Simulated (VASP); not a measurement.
# PbO (Pm-3m) in VASP: further runs

PbO is run at these levels: r2SCAN, PBE; tasks: single point, relaxation of cell and atoms.

All numbers are computed with VASP 6.6.1; they aren't measurements. Logs are shortened: lines on timing, memory, paths and dates and some standing lists are left out, and cuts for length are marked.

## 1. The cell of the first run

Symmetry: Pm-3m, No. 221, cubic system. Conventional cell: a = 3.179 Å, b = 3.179 Å, c = 3.179 Å, α = 90.00°, β = 90.00°, γ = 90.00°. Within 3.6 Å of Pb (site symmetry m-3m) lie 8 O at 2.75 Å and 6 Pb at 3.18 Å. O (site symmetry m-3m) has 8 Pb at 2.75 Å and 6 O at 3.18 Å within 3.6 Å.

## 2. Single point, r2SCAN

File POSCAR:

```
PbO
1.0
    3.1793716483      0.0000000000      0.0000000000
    0.0000000000      3.1793716483      0.0000000000
    0.0000000000      0.0000000000      3.1793716483
Pb O
1 1
Direct
    0.0000000000      0.0000000000      0.0000000000
    0.5000000000      0.5000000000      0.5000000000
```

File INCAR.step1:

```
ALGO = Normal
EDIFF = 1E-4
ENCUT = 520
GGA = PE
ISMEAR = -1
LASPH = True
LCHARG = False
LREAL = False
LWAVE = True
NBANDS = 17
NELM = 100
PREC = Accurate
SIGMA = 0.02
```

File INCAR.step2:

```
ALGO = Normal
EDIFF = 1E-6
ENCUT = 520
ISIF = 2
ISMEAR = -1
ISTART = 1
LASPH = True
LCHARG = False
LMIXTAU = True
LREAL = False
LWAVE = False
METAGGA = R2SCAN
NBANDS = 17
NELM = 100
PREC = Accurate
SIGMA = 0.02
```

File KPOINTS:

```
k-points
0
Gamma
  8 8 8
```

Potentials or basis: VASP PAW PBE potentials, release 64 (Pb_d, O).

The run is started by

```
$ cat potpaw_PBE.64/Pb_d/POTCAR potpaw_PBE.64/O/POTCAR > POTCAR
$ cp INCAR.step1 INCAR
$ mpirun -np 1 vasp_std > vasp.out
$ cp INCAR.step2 INCAR
$ mpirun -np 1 vasp_std > vasp.out
```

OUTCAR:

```text
EDIFF = 1E-6
   ENCUT = 520
   ISIF = 2
   ISMEAR = -1
   ISTART = 1
   LASPH = True
   LREAL = False
   METAGGA = R2SCAN
   NELM = 100
   PREC = Accurate

 ion  position               nearest neighbor table
   1  0.000  0.000  0.000-   2 2.75   2 2.75   2 2.75   2 2.75   2 2.75   2 2.75   2 2.75   2 2.75

   2  0.500  0.500  0.500-   1 2.75   1 2.75   1 2.75   1 2.75   1 2.75   1 2.75   1 2.75   1 2.75

  LATTYP: Found a simple cubic cell.
 ALAT       =     3.1793716483

  Lattice vectors:

 A1 = (   3.1793716483,   0.0000000000,   0.0000000000)
 A2 = (   0.0000000000,   3.1793716483,   0.0000000000)
 A3 = (   0.0000000000,   0.0000000000,   3.1793716483)

Analysis of symmetry for initial positions (statically):
=====================================================================
 Subroutine PRICEL returns:
 Original cell was already a primitive cell.

 Routine SETGRP: Setting up the symmetry group for a
 simple cubic supercell.

 Subroutine GETGRP returns: Found 48 space group operations
 (whereof 48 operations were pure point group operations)
 out of a pool of 48 trial point group operations.

The static configuration has the point symmetry O_h .

Analysis of symmetry for dynamics (positions and initial velocities):
=====================================================================
 Subroutine PRICEL returns:
 Original cell was already a primitive cell.

 Routine SETGRP: Setting up the symmetry group for a
 simple cubic supercell.

 Subroutine GETGRP returns: Found 48 space group operations
 (whereof 48 operations were pure point group operations)
 out of a pool of 48 trial point group operations.

The dynamic configuration has the point symmetry O_h .

 Subroutine INISYM returns: Found 48 space group operations
 (whereof 48 operations are pure point group operations),
 and found     1 'primitive' translations

----------------------------------------------------------------------------------------

                                     Primitive cell

  volume of cell :      32.1384

  direct lattice vectors                    reciprocal lattice vectors
     3.179371648  0.000000000  0.000000000     0.314527558  0.000000000  0.000000000
     0.000000000  3.179371648  0.000000000     0.000000000  0.314527558  0.000000000
     0.000000000  0.000000000  3.179371648     0.000000000  0.000000000  0.314527558

  length of vectors
     3.179371648  3.179371648  3.179371648     0.314527558  0.314527558  0.314527558

  position of ions in fractional coordinates (direct lattice)
[... 79 lines left out ...]
   EDIFF  = 0.1E-05   stopping-criterion for ELM
   LREAL  =      F    real-space projection
   EDIFFG = 0.1E-04   stopping-criterion for IOM
   NSW    =      0    number of steps for IOM
   IBRION =     -1    ionic relax: 0-MD 1-quasi-New 2-CG
   NFREE  =      0    steps in history (QN), initial steepest desc. (CG)
   ISIF   =      2    stress and relaxation
   ISYM   =      2    0-nonsym 1-usesym 2-fastsym
   POTIM  = 0.5000    time-step for ionic-motion
   TEBEG  =    0.0;   TEEND  =   0.0 temperature during run
   PSTRESS=    0.0 pullay stress
   NELECT =      20.0000    total number of electrons
   NUPDOWN=      -1.0000    fix difference up-down
   EMIN   =  10.00;   EMAX   =-10.00  energy-range for DOS
   EFERMI =   0.00;   METHOD = LEGACY
   ISMEAR =    -1;   SIGMA  =   0.02  broadening in eV -4-tet -1-fermi 0-gaus
   EFERMI_NEDOS =   21; number of points for ismear=-14 and -15
   IALGO  =     38    algorithm
   IMIX   =      4    mixing-type and parameters
     AMIX     =   0.40;   BMIX     =  1.00
     AMIX_MAG =   1.60;   BMIX_MAG =  1.00
  volume/ion in A,a.u.               =      16.07       108.44
  Fermi-wavevector in a.u.,A,eV,Ry     =   1.397688  2.641247 26.579408  1.953531
  Thomas-Fermi vector in A             =   2.520920
   LORBIT       =      0    0 simple, 1 ext, 2 COOP (PROOUT), +10 PAW based schemes
   METAGGA = R2SCAN    functional components
   LHFCALC =     F    Hartree Fock is set to
   AEXX    =    0.0000 exact exchange contribution
   IVDW    =     0    specifies the selected vdW correction
   LEPSILON=     F    determine dielectric tensor
   LRPA    =     F    only Hartree local field effects (RPA)
 non-spin polarized calculation
  energy-cutoff  :      520.00
  volume of cell :       32.14
 maximum number of plane-waves:       912
 NGX is ok and might be reduce to    24
   NGX = 11   NGY = 11   NGZ = 11

 number of electron      19.9999997 magnetization

 Free energy of the ion-electron system (eV)
  ---------------------------------------------------
  ext. energy  EPLUGINS =         0.00000000
  ---------------------------------------------------
  free energy    TOTEN  =       -63.66331296 eV

  energy without entropy =      -63.66331259  energy(sigma->0) =      -63.66331278

 E-fermi :   7.2231     XC(G=0): -11.9487

 val. band max:        7.0039497511   @ k =   0.5000   0.1250   0.0000
 cond. band min:       7.4141359421   @ k =   0.5000   0.0000   0.0000
 fundamental gap:      0.4101861909
 Fermi energy:         7.2230769528

 k-point     1 :       0.0000    0.0000    0.0000
  band No.  band energies     occupation
      1     -11.1852      2.00000
      2     -10.4471      2.00000
      3     -10.4471      2.00000
      4      -9.7334      2.00000
      5      -9.7334      2.00000
      6      -9.7334      2.00000
[... 457 lines left out ...]
      4      -9.9023      2.00000
      5      -9.6541      2.00000
      6      -9.1435      2.00000
[... 9 lines left out ...]
     16      23.1996      0.00000
     17      25.6847      0.00000

 [... further k-points ...]

------------------------ aborting loop because EDIFF is reached ----------------------------------------

  FORCE on cell =-STRESS in cart. coord.  units (eV):
  Direction    XX          YY          ZZ          XY          YZ          ZX
  --------------------------------------------------------------------------------------
  -------------------------------------------------------------------------------------
  Total        0.0405373      0.0405373      0.0405373      0.0000000     -0.0000000      0.0000000
  in kB        2.0208869      2.0208869      2.0208869      0.0000000     -0.0000000      0.0000000
  external PRESSURE =       2.0208869 kB  Pullay stress =       0.0000000 kB

 VOLUME and BASIS-vectors are now :
 -----------------------------------------------------------------------------
  energy-cutoff  :      520.00
  volume of cell :       32.14
      direct lattice vectors                 reciprocal lattice vectors
     3.179371648  0.000000000  0.000000000     0.314527558  0.000000000  0.000000000
     0.000000000  3.179371648  0.000000000     0.000000000  0.314527558  0.000000000
     0.000000000  0.000000000  3.179371648     0.000000000  0.000000000  0.314527558

 POSITION                                       TOTAL-FORCE (eV/Angst)
 -----------------------------------------------------------------------------------
      0.00000      0.00000      0.00000         0.000000      0.000000      0.000000
      1.58969      1.58969      1.58969         0.000000      0.000000      0.000000
 -----------------------------------------------------------------------------------
    total drift:                                0.000000      0.000000     -0.000000

  FREE ENERGIE OF THE ION-ELECTRON SYSTEM (eV)
  ---------------------------------------------------
  free  energy   TOTEN  =       -63.6633129637 eV

  energy  without entropy=      -63.6633125884  energy(sigma->0) =      -63.66331278
```

Run time: 40 s. Hardware: 1 thread of Intel Xeon 6975P-C, shared host; peak memory 0.15 GiB.

What came out:

```yaml
Free_energy: -63.6633 eV
Pressure: 0.2 GPa
Band_gap_on_the_k_mesh: 0.41 eV, indirect (least direct gap 0.46 eV)
```

Caveat: the PAW data sets were made with another functional, which shifts forces and pressure a little; spin-orbit coupling is left out, which moves the levels of the heavy elements.

## 3. Single point, r2SCAN

POSCAR is that of step 2.

File INCAR.step1:

```
SYSTEM = PbO
PREC = Accurate
ENCUT = 520
ISMEAR = -1
SIGMA = 0.02
LREAL = .False.
LASPH = .True.
NELM = 60
NBANDS = 17
GGA = PE
ALGO = Normal
EDIFF = 1E-4
LWAVE = .True.
LCHARG = .False.
```

File INCAR.step2:

```
SYSTEM = PbO
PREC = Accurate
ENCUT = 520
EDIFF = 1E-6
ISMEAR = -1
SIGMA = 0.02
LREAL = .False.
LASPH = .True.
NELM = 60
ALGO = Normal
ISIF = 2
LWAVE = .False.
LCHARG = .False.
METAGGA = R2SCAN
LMIXTAU = .True.
NBANDS = 17
ISTART = 1
```

File KPOINTS:

```
regular mesh
0
Gamma
  8 8 8
  0 0 0
```

Potentials or basis: VASP PAW PBE potentials, release 64 (Pb_d, O).

The run is started by

```
$ cat potpaw_PBE.64/Pb_d/POTCAR potpaw_PBE.64/O/POTCAR > POTCAR
$ cp INCAR.step1 INCAR
$ mpirun -np 1 vasp_std > vasp.out
$ cp INCAR.step2 INCAR
$ mpirun -np 1 vasp_std > vasp.out
```

Run time: 35 s. Hardware: 1 thread of Intel Xeon 6975P-C, shared host; peak memory 0.15 GiB.

It converged, with:

| Item | Value |
| --- | --- |
| Free energy | -63.6633 eV |
| Pressure | 0.2 GPa |
| Band gap on the k mesh | 0.41 eV, indirect (least direct gap 0.46 eV) |

Levels at points of the mesh, in eV from the valence-band top:
```csv
k point,band 6,band 7,band 8,band 9,band 10,band 11,band 12,band 13,band 14,band 15
"(0.00, 0.00, 0.00)",-16.74,-8.48,-1.82,-1.82,-1.82,9.25,9.25,9.25,10.54,10.54
"(0.50, 0.00, 0.00)",-16.72,-9.24,-1.00,-1.00,-0.05,0.41,8.39,8.39,11.89,14.18
"(0.50, 0.50, 0.00)",-16.00,-5.96,-4.59,-4.59,-1.00,4.40,4.40,10.68,11.33,17.29
"(0.50, 0.50, 0.50)",-16.58,-3.34,-2.27,-2.27,-2.27,1.11,1.11,1.11,14.40,14.40
```

Caveat: the PAW data sets were made with another functional, which shifts forces and pressure a little; spin-orbit coupling is left out, which moves the levels of the heavy elements. A k mesh can miss the band edges.

## 4. Relaxation of cell and atoms, PBE

This run uses another cell than the first one, of 9.16 Å³/atom, 0.570 times its volume.

File INCAR:

```
PREC     = Accurate       # precision mode
ENCUT    = 600            # plane-wave cutoff, eV
EDIFF    = 1E-7           # SCF threshold, eV
ISMEAR   = -1             # smearing method
SIGMA    = 0.02           # smearing width, eV
LREAL    = F              # projectors in reciprocal space
LASPH    = T              # aspherical terms in the spheres
NELM     = 80             # most SCF steps
ALGO     = Normal         # electronic algorithm
ISIF     = 3              # what is computed and relaxed
LWAVE    = F              # write WAVECAR
LCHARG   = F              # write CHGCAR
GGA      = PE             # functional
IBRION   = 2              # ionic algorithm
NSW      = 80             # ionic steps
EDIFFG   = -0.005         # ionic threshold
```

File KPOINTS:

```
regular mesh
0
Gamma
  8 8 8
```

File POSCAR:

```
PbO
1.0
    2.6358499301      0.0000000000      0.0000000000
    0.0000000000      2.6358499301      0.0000000000
    0.0000000000      0.0000000000      2.6358499301
Pb O
1 1
Direct
    0.0000000000      0.0000000000      0.0000000000
    0.5000000000      0.5000000000      0.5000000000
```

Potentials or basis: VASP PAW PBE potentials, release 64 (Pb_d, O).

The run is started by

```
$ cat potpaw_PBE.64/Pb_d/POTCAR potpaw_PBE.64/O/POTCAR > POTCAR
$ mpirun -np 1 vasp_std > vasp.out
```

OUTCAR:

```text
PREC = Accurate
   ENCUT = 600
   EDIFF = 1E-7
   ISMEAR = -1
   LREAL = F
   LASPH = T
   NELM = 80
   ISIF = 3
   GGA = PE
   IBRION = 2
   NSW = 80
   EDIFFG = -0.005

 ion  position               nearest neighbor table
   1  0.000  0.000  0.000-   2 2.28   2 2.28   2 2.28   2 2.28   2 2.28   2 2.28   2 2.28   2 2.28

   2  0.500  0.500  0.500-   1 2.28   1 2.28   1 2.28   1 2.28   1 2.28   1 2.28   1 2.28   1 2.28

  LATTYP: Found a simple cubic cell.
 ALAT       =     2.6358499301

  Lattice vectors:

 A1 = (   2.6358499301,   0.0000000000,   0.0000000000)
 A2 = (   0.0000000000,   2.6358499301,   0.0000000000)
 A3 = (   0.0000000000,   0.0000000000,   2.6358499301)

Analysis of symmetry for initial positions (statically):
[... 165 lines left out ...]

 number of electron      20.0000002 magnetization

 Free energy of the ion-electron system (eV)
  ---------------------------------------------------
  ext. energy  EPLUGINS =         0.00000000
  ---------------------------------------------------
  free energy    TOTEN  =        -3.76026647 eV

  energy without entropy =       -3.75982769  energy(sigma->0) =       -3.76004708

 E-fermi :  18.2527     XC(G=0): -14.6770

 val. band max:       18.2207923199   @ k =   0.5000   0.5000   0.3750
 cond. band min:      18.3840674465   @ k =   0.5000   0.1250   0.0000
 fundamental gap:      0.1632751266
 Fermi energy:        18.2527158637
[... 1076 lines left out ...]
--------------------------------------- Ionic step        8  -------------------------------------------

 number of electron      19.9999999 magnetization

 Free energy of the ion-electron system (eV)
  ---------------------------------------------------
  ext. energy  EPLUGINS =         0.00000000
  ---------------------------------------------------
  free energy    TOTEN  =        -9.67774250 eV

  energy without entropy =       -9.67774200  energy(sigma->0) =       -9.67774225

 E-fermi :   7.2848     XC(G=0): -11.2771

 val. band max:        7.0722572536   @ k =   0.5000   0.1250   0.0000
 cond. band min:       7.4695669585   @ k =   0.5000   0.0000   0.0000
 fundamental gap:      0.3973097049
 Fermi energy:         7.2847833428
[... 437 lines left out ...]
  FREE ENERGIE OF THE ION-ELECTRON SYSTEM (eV)
  ---------------------------------------------------
  free  energy   TOTEN  =        -9.6777425024 eV

  energy  without entropy=       -9.6777420044  energy(sigma->0) =       -9.67774225

 reached required accuracy - stopping structural energy minimisation
```

CONTCAR:

```text
PbO
   1.00000000000000
     3.1878416957486730    0.0000000000000000    0.0000000000000000
     0.0000000000000000    3.1878416957486726    0.0000000000000000
    -0.0000000000000000   -0.0000000000000000    3.1878416957486730
  Pb              O
     1     1
Direct
     0.0000000000000000    0.0000000000000000    0.0000000000000000
     0.5000000000000000    0.5000000000000000    0.5000000000000000

  0.00000000E+00  0.00000000E+00  0.00000000E+00
  0.00000000E+00  0.00000000E+00  0.00000000E+00
```

Wall time 58 s (1 thread of Intel Xeon 6975P-C, shared host); peak memory 0.15 GiB.

What came out:

```yaml
Free_energy: -9.6777 eV
Relaxed_volume: 16.20 Å³/atom
Relaxed_cell: a = 3.188 Å, b = 3.188 Å, c = 3.188 Å, α = 90.00°, β = 90.00°, γ = 90.00°
Space_group_after_relaxing_to_0.05_Å: Pm-3m (No. 221)
Energy_gained_by_relaxing: 2958.7 meV/atom
Ionic_steps: 8
Pressure_after_relaxing: 0.0 GPa
Band_gap_on_the_k_mesh: 0.40 eV, indirect (least direct gap 0.75 eV)
```

The path:
```csv
step,energy change (eV),largest force (eV/Å),pressure (GPa),volume (Å³)
1,0.0000,0.0000,224.61,18.31
2,2.0924,0.0000,-39.89,77.75
3,-5.6973,0.0000,-13.37,37.20
4,-5.8605,0.0000,-7.47,34.72
5,-5.9174,0.0000,0.37,32.30
6,-5.9168,0.0000,-0.87,32.63
7,-5.9173,0.0000,0.47,32.27
8,-5.9175,0.0000,0.00,32.40
```

Final structure:
```cif
data_structure
_symmetry_space_group_name_H-M 'P 1'
_symmetry_Int_Tables_number 1
_cell_length_a 3.1878
_cell_length_b 3.1878
_cell_length_c 3.1878
_cell_angle_alpha 90.000
_cell_angle_beta 90.000
_cell_angle_gamma 90.000
_cell_volume 32.40
loop_
_atom_site_label
_atom_site_type_symbol
_atom_site_fract_x
_atom_site_fract_y
_atom_site_fract_z
_atom_site_occupancy
Pb1 Pb 0.00000 0.00000 0.00000 1
O1 O 0.50000 0.50000 0.50000 1
```

Levels at points of the mesh, in eV from the valence-band top:
```csv
k point,band 6,band 7,band 8,band 9,band 10,band 11,band 12,band 13,band 14
"(0.00, 0.00, 0.00)",-16.10,-8.29,-1.70,-1.70,-1.70,8.68,8.68,8.68,9.82
"(0.50, 0.00, 0.00)",-16.09,-9.01,-0.90,-0.90,-0.35,0.40,7.90,7.90,11.10
"(0.50, 0.50, 0.00)",-15.15,-5.86,-4.47,-4.47,-0.90,4.04,4.04,9.89,10.80
"(0.50, 0.50, 0.50)",-15.83,-3.30,-2.15,-2.15,-2.15,0.82,0.82,0.82,13.37
```

Caveat: the volume moved by over 15 % at a fixed basis, so the end points are rough; spin-orbit coupling is left out, which moves the levels of the heavy elements. A k mesh can miss the band edges.
